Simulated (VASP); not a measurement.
# H6C2O in VASP: a series of runs, part 2 of 2

VASP 6.6.1. Earlier steps stand in the parts before.

## 3. Relaxation of the atoms, PBE

INCAR reads:

```
ALGO = Normal ; EDIFF = 1E-6
EDIFFG = -0.3 ; ENCUT = 520
GGA = PE ; IBRION = 2
ISIF = 2 ; ISMEAR = -1
LASPH = T ; LCHARG = F
LREAL = Auto ; LWAVE = F
NELM = 60 ; NSW = 35
PREC = Accurate ; SIGMA = 0.02
```

KPOINTS reads:

```
k-points
0
Gamma
  1 1 1
```

POSCAR reads:

```
H6C2O
1.0
    7.2936330000      0.0000000000      0.0000000000
    0.0000000000      7.2936330000      0.0000000000
    0.0000000000      0.0000000000      7.2936330000
C O H
8 4 24
Direct
    0.4810122000      0.0213383000      0.8971370000
    0.5952731000      0.1514905000      1.0110499000
    0.8162683000      0.6795270000      0.3456627000
    0.6500101000      0.7717135000      0.4283134000
    0.2614320000      0.2332246000      0.4037288000
    0.1577025000      0.3061826000      0.2397513000
    0.3337106000      0.5250488000      0.8520611000
    0.1560917000      0.6276663000      0.8221868000
    0.7461880000      0.0489308000      1.0815948000
    0.5069531000      0.6383832000      0.4336143000
    0.1864362000      0.4996278000      0.2348822000
    0.0174634000      0.4939817000      0.7878207000
    0.8204289000      0.1315652000      1.1550470000
    0.6432178000      0.2663964000      0.9261149000
    0.5122925000      0.2091013000      1.1229034000
    0.3624291000      0.0921334000      0.8388545000
    0.5633576000     -0.0348208000      0.7854617000
    0.4325875000     -0.0920479000      0.9820168000
    0.3994658000      0.6964859000      0.4865854000
    0.6819904000      0.8219630000      0.5667629000
    0.6097740000      0.8906272000      0.3449073000
    0.9314077000      0.7751915000      0.3377918000
    0.8566817000      0.5621752000      0.4293364000
    0.7845509000      0.6307580000      0.2077441000
    0.1202047000      0.5477155000      0.1298282000
    0.2078776000      0.2410600000      0.1134283000
    0.0110581000      0.2737953000      0.2524979000
    0.2447675000      0.0846866000      0.4151083000
    0.4071852000      0.2645251000      0.3902291000
    0.2105991000      0.2972216000      0.5291337000
   -0.0972686000      0.5587624000      0.7684458000
    0.1225899000      0.7099594000      0.9439303000
    0.1697801000      0.7222751000      0.7056630000
    0.4460634000      0.6204875000      0.8792463000
    0.3201755000      0.4320267000      0.9685500000
    0.3673097000      0.4443278000      0.7305654000
```

Potentials or basis: VASP PAW PBE potentials, release 64 (C, O, H).

The run is started by

```console
$ cat potpaw_PBE.64/C/POTCAR potpaw_PBE.64/O/POTCAR potpaw_PBE.64/H/POTCAR > POTCAR
$ mpirun -np 1 vasp_gam > vasp.out
```

OUTCAR:

```text
EDIFF = 1E-6
   EDIFFG = -0.3
   ENCUT = 520
   GGA = PE
   IBRION = 2
   ISIF = 2
   ISMEAR = -1
   LASPH = T
   LREAL = Auto
   NELM = 60
   NSW = 35
   PREC = Accurate

 ion  position               nearest neighbor table
   1  0.481  0.021  0.897-  18 1.09  17 1.09  16 1.09   2 1.51
   2  0.595  0.151  0.011-  15 1.10  14 1.10   9 1.43   1 1.51
   3  0.816  0.680  0.346-  24 1.09  23 1.09  22 1.09   4 1.51
   4  0.650  0.772  0.428-  21 1.10  20 1.10  10 1.43   3 1.51
   5  0.261  0.233  0.404-  29 1.09  30 1.09  28 1.09   6 1.51
   6  0.158  0.306  0.240-  27 1.10  26 1.10  11 1.43   5 1.51
   7  0.334  0.525  0.852-  35 1.09  36 1.09  34 1.09   8 1.51
   8  0.156  0.628  0.822-  33 1.10  32 1.10  12 1.43   7 1.51
   9  0.746  0.049  0.082-  13 0.97   2 1.43
  10  0.507  0.638  0.434-  19 0.97   4 1.43
  11  0.186  0.500  0.235-  25 0.97   6 1.43
  12  0.017  0.494  0.788-  31 0.97   8 1.43
  13  0.820  0.132  0.155-   9 0.97
  14  0.643  0.266  0.926-   2 1.10
  15  0.512  0.209  0.123-   2 1.10
  16  0.362  0.092  0.839-   1 1.09
  17  0.563  0.965  0.785-   1 1.09
[... 17 lines left out ...]
  35  0.320  0.432  0.969-   7 1.09
  36  0.367  0.444  0.731-   7 1.09

  LATTYP: Found a simple cubic cell.
 ALAT       =     7.2936330000

  Lattice vectors:

 A1 = (   7.2936330000,   0.0000000000,   0.0000000000)
 A2 = (   0.0000000000,   7.2936330000,   0.0000000000)
 A3 = (   0.0000000000,   0.0000000000,   7.2936330000)

Analysis of symmetry for initial positions (statically):
=====================================================================
 Subroutine PRICEL returns:
 Original cell was already a primitive cell.

 Routine SETGRP: Setting up the symmetry group for a
 simple cubic supercell.

 Subroutine GETGRP returns: Found  1 space group operations
 (whereof  1 operations were pure point group operations)
 out of a pool of 48 trial point group operations.

The static configuration has the point symmetry C_1 .

Analysis of symmetry for dynamics (positions and initial velocities):
=====================================================================
 Subroutine PRICEL returns:
 Original cell was already a primitive cell.

 Routine SETGRP: Setting up the symmetry group for a
 simple cubic supercell.

 Subroutine GETGRP returns: Found  1 space group operations
 (whereof  1 operations were pure point group operations)
 out of a pool of 48 trial point group operations.

The dynamic configuration has the point symmetry C_1 .

 Subroutine INISYM returns: Found  1 space group operations
 (whereof  1 operations are pure point group operations),
 and found     1 'primitive' translations

----------------------------------------------------------------------------------------

                                     Primitive cell

  volume of cell :     388.0000

  direct lattice vectors                    reciprocal lattice vectors
     7.293633000  0.000000000  0.000000000     0.137105884  0.000000000  0.000000000
     0.000000000  7.293633000  0.000000000     0.000000000  0.137105884  0.000000000
     0.000000000  0.000000000  7.293633000     0.000000000  0.000000000  0.137105884

  length of vectors
     7.293633000  7.293633000  7.293633000     0.137105884  0.137105884  0.137105884

  position of ions in fractional coordinates (direct lattice)
     0.481012200  0.021338300  0.897137000
     0.595273100  0.151490500  0.011049900
[... 104 lines left out ...]
   number of dos      NEDOS =    301   number of ions     NIONS =     36
   total plane-waves  NPLWV = 157464
   dimension x,y,z NGX =    54 NGY =   54 NGZ =   54
   dimension x,y,z NGXF=   108 NGYF=  108 NGZF=  108
   ions per type =               8   4  24
   NGX,Y,Z   is equivalent  to a cutoff of  12.31, 12.31, 12.31 a.u.
   NGXF,Y,Z  is equivalent  to a cutoff of  24.62, 24.62, 24.62 a.u.
 SYSTEM =  unknown system
   PREC   = accura    normal or accurate (medium, high low for compatibility)
   ISTART =      0    job   : 0-new  1-cont  2-samecut
   ICHARG =      2    charge: 1-file 2-atom 10-const
   ISPIN  =      1    spin polarized calculation?
   LNONCOLLINEAR =      F non collinear calculations
   LSORBIT =      F    spin-orbit coupling
   LASPH  =      T    aspherical Exc in radial PAW
   ENCUT  =  520.0 eV  38.22 Ry    6.18 a.u.  13.56 13.56 13.56*2*pi/ulx,y,z
   NELM   =     60;   NELMIN=  2; NELMDL= -5     # of ELM steps
   EDIFF  = 0.1E-05   stopping-criterion for ELM
   LREAL  =      T    real-space projection
   EDIFFG = -.3E+00   stopping-criterion for IOM
   NSW    =     35    number of steps for IOM
   IBRION =      2    ionic relax: 0-MD 1-quasi-New 2-CG
   NFREE  =      1    steps in history (QN), initial steepest desc. (CG)
   ISIF   =      2    stress and relaxation
   ISYM   =      2    0-nonsym 1-usesym 2-fastsym
   POTIM  = 0.5000    time-step for ionic-motion
   TEBEG  =    0.0;   TEEND  =   0.0 temperature during run
   PSTRESS=    0.0 pullay stress
   NELECT =      80.0000    total number of electrons
   NUPDOWN=      -1.0000    fix difference up-down
   EMIN   =  10.00;   EMAX   =-10.00  energy-range for DOS
   EFERMI =   0.00;   METHOD = LEGACY
   ISMEAR =    -1;   SIGMA  =   0.02  broadening in eV -4-tet -1-fermi 0-gaus
   EFERMI_NEDOS =   21; number of points for ismear=-14 and -15
   IALGO  =     38    algorithm
   IMIX   =      4    mixing-type and parameters
     AMIX     =   0.40;   BMIX     =  1.00
     AMIX_MAG =   1.60;   BMIX_MAG =  1.00
  volume/ion in A,a.u.               =      10.78        72.73
  Fermi-wavevector in a.u.,A,eV,Ry     =   0.967151  1.827650 12.726630  0.935381
  Thomas-Fermi vector in A             =   2.097013
   LORBIT       =      0    0 simple, 1 ext, 2 COOP (PROOUT), +10 PAW based schemes
   GGA     = PE    functional components
   LHFCALC =     F    Hartree Fock is set to
   AEXX    =    0.0000 exact exchange contribution
   IVDW    =     0    specifies the selected vdW correction
   LEPSILON=     F    determine dielectric tensor
   LRPA    =     F    only Hartree local field effects (RPA)
 conjugate gradient relaxation of ions
 non-spin polarized calculation
  energy-cutoff  :      520.00
  volume of cell :      388.00
 maximum number of plane-waves:      5198
 NGX is ok and might be reduce to    54
   NGX = 27   NGY = 27   NGZ = 27

--------------------------------------- Ionic step        1  -------------------------------------------

 number of electron      79.9999989 magnetization

 Free energy of the ion-electron system (eV)
  ---------------------------------------------------
  ext. energy  EPLUGINS =         0.00000000
  ---------------------------------------------------
  free energy    TOTEN  =      -187.27872930 eV

  energy without entropy =     -187.27872930  energy(sigma->0) =     -187.27872930

------------------------ aborting loop because EDIFF is reached ----------------------------------------

  FORCE on cell =-STRESS in cart. coord.  units (eV):
  Direction    XX          YY          ZZ          XY          YZ          ZX
  --------------------------------------------------------------------------------------
  -------------------------------------------------------------------------------------
  Total        5.1886287      3.0414843      4.7605804      0.3504323     -0.5903879     -0.3415572
  in kB       21.4255242     12.5592711     19.6579743      1.4470482     -2.4379025     -1.4104002
  external PRESSURE =      17.8809232 kB  Pullay stress =       0.0000000 kB
[... 127 lines left out ...]
--------------------------------------- Ionic step        3  -------------------------------------------

 number of electron      79.9999985 magnetization

 Free energy of the ion-electron system (eV)
  ---------------------------------------------------
  ext. energy  EPLUGINS =         0.00000000
  ---------------------------------------------------
  free energy    TOTEN  =      -187.30104331 eV

  energy without entropy =     -187.30104331  energy(sigma->0) =     -187.30104331

 E-fermi :  -2.1756     XC(G=0):  -6.4413

 val. band max:       -2.7429927004   @ k =   0.0000   0.0000   0.0000
 cond. band min:       1.6865057093   @ k =   0.0000   0.0000   0.0000
 fundamental gap:      4.4294984097
 Fermi energy:        -2.1756126428

 k-point     1 :       0.0000    0.0000    0.0000
  band No.  band energies     occupation
      1     -22.6500      2.00000
      2     -22.4120      2.00000
      3     -22.3307      2.00000
      4     -22.1185      2.00000
      5     -15.7450      2.00000
      6     -15.5816      2.00000
[... 44 lines left out ...]
     51       5.3243      0.00000
     52       5.4887      0.00000
 [bands above 52 left out]

------------------------ aborting loop because EDIFF is reached ----------------------------------------

  FORCE on cell =-STRESS in cart. coord.  units (eV):
  Direction    XX          YY          ZZ          XY          YZ          ZX
  --------------------------------------------------------------------------------------
  -------------------------------------------------------------------------------------
  Total        4.4583306      2.5204065      3.6138547     -0.1250852     -0.5745090     -0.1499647
  in kB       18.4098872     10.4075729     14.9227736     -0.5165171     -2.3723334     -0.6192526
  external PRESSURE =      14.5800779 kB  Pullay stress =       0.0000000 kB
[... 51 lines left out ...]
  FREE ENERGIE OF THE ION-ELECTRON SYSTEM (eV)
  ---------------------------------------------------
  free  energy   TOTEN  =      -187.3010433076 eV

  energy  without entropy=     -187.3010433076  energy(sigma->0) =     -187.30104331

 reached required accuracy - stopping structural energy minimisation
```

Wall time 1.9 min (1 thread of AMD EPYC 7R13 (Zen 3), shared host); peak memory 0.37 GiB.

What came out:

```yaml
Free_energy: -187.3010 eV
Energy_gained_by_relaxing: 0.6 meV/atom
Ionic_steps: 3
Pressure_after_relaxing: 1.5 GPa
Largest_force_after_relaxing: 0.299 eV/Å
Band_gap_on_the_k_mesh: 4.43 eV
```

Forces on the atoms (eV/Å):
```
C   -0.055 -0.141 -0.097
C    0.097  0.086  0.029
C    0.087 -0.152 -0.108
C   -0.071  0.143  0.197
C    0.154 -0.049  0.215
C   -0.210 -0.113 -0.077
C    0.182 -0.112 -0.101
C   -0.116  0.101 -0.005
O    0.020 -0.031 -0.047
O    0.149 -0.087  0.093
O   -0.146  0.028  0.186
O    0.100 -0.117  0.107
H    0.130  0.060  0.033
H    0.068  0.044 -0.036
H    0.068  0.015  0.019
H   -0.062  0.012 -0.067
H   -0.021  0.003 -0.016
H   -0.023  0.007  0.039
H   -0.230 -0.036 -0.069
H    0.055 -0.015  0.010
H    0.009  0.036 -0.041
H    0.058  0.034 -0.012
H    0.075  0.006 -0.012
H    0.016  0.055  0.005
H   -0.105 -0.040  0.037
H   -0.110  0.009  0.012
H    0.013  0.034  0.055
H   -0.036 -0.121 -0.001
H    0.005  0.009  0.072
H   -0.050 -0.030  0.056
H   -0.263  0.109 -0.090
H   -0.007  0.116 -0.162
H   -0.071  0.065 -0.042
H    0.035 -0.001  0.018
H    0.147  0.075 -0.069
H    0.110 -0.002 -0.132
```

Stress tensor (GPa, compression positive):
```
 1.84 -0.05 -0.06
-0.05  1.04 -0.24
-0.06 -0.24  1.49
```

The path:
| step | energy change (eV) | largest force (eV/Å) | pressure (GPa) |
| --- | --- | --- | --- |
| 1 | 0.0000 | 0.5447 | 1.79 |
| 2 | 0.0213 | 1.2033 | 1.03 |
| 3 | -0.0223 | 0.2988 | 1.46 |

Final structure:
```
C O H
1.0
     7.29363    0.00000    0.00000
     0.00000    7.29363    0.00000
     0.00000    0.00000    7.29363
C O H
8 4 24
Direct
  0.48094 0.02176 0.89733
  0.59471 0.15140 0.01046
  0.81598 0.68014 0.34611
  0.65045 0.77155 0.42772
  0.26111 0.23295 0.40362
  0.15858 0.30647 0.24066
  0.33387 0.52511 0.85164
  0.15745 0.62709 0.82192
  0.74688 0.04864 0.08183
  0.50671 0.63836 0.43424
  0.18569 0.49939 0.23519
  0.01634 0.49373 0.78790
  0.82078 0.13164 0.15512
  0.64352 0.26675 0.92589
  0.51238 0.20924 0.12316
  0.36219 0.09220 0.83861
  0.56359 0.96498 0.78502
  0.43240 0.90762 0.98236
  0.39914 0.69606 0.48621
  0.68226 0.82210 0.56747
  0.60976 0.89085 0.34475
  0.93169 0.77529 0.33772
  0.85708 0.56172 0.42958
  0.78443 0.63068 0.20712
  0.11999 0.54767 0.13003
  0.20766 0.24083 0.11293
  0.01020 0.27378 0.25267
  0.24467 0.08416 0.41516
  0.40769 0.26470 0.39034
  0.21033 0.29734 0.52958
  0.90253 0.55859 0.76828
  0.12223 0.71084 0.94415
  0.16952 0.72280 0.70530
  0.44614 0.62045 0.87936
  0.32060 0.43226 0.96840
  0.36757 0.44431 0.73015
```

Caveat: the k points lie up to 0.86 Å⁻¹ apart; the relaxation stopped at a loose force limit of 0.3 eV/Å, so its end isn't a converged minimum.
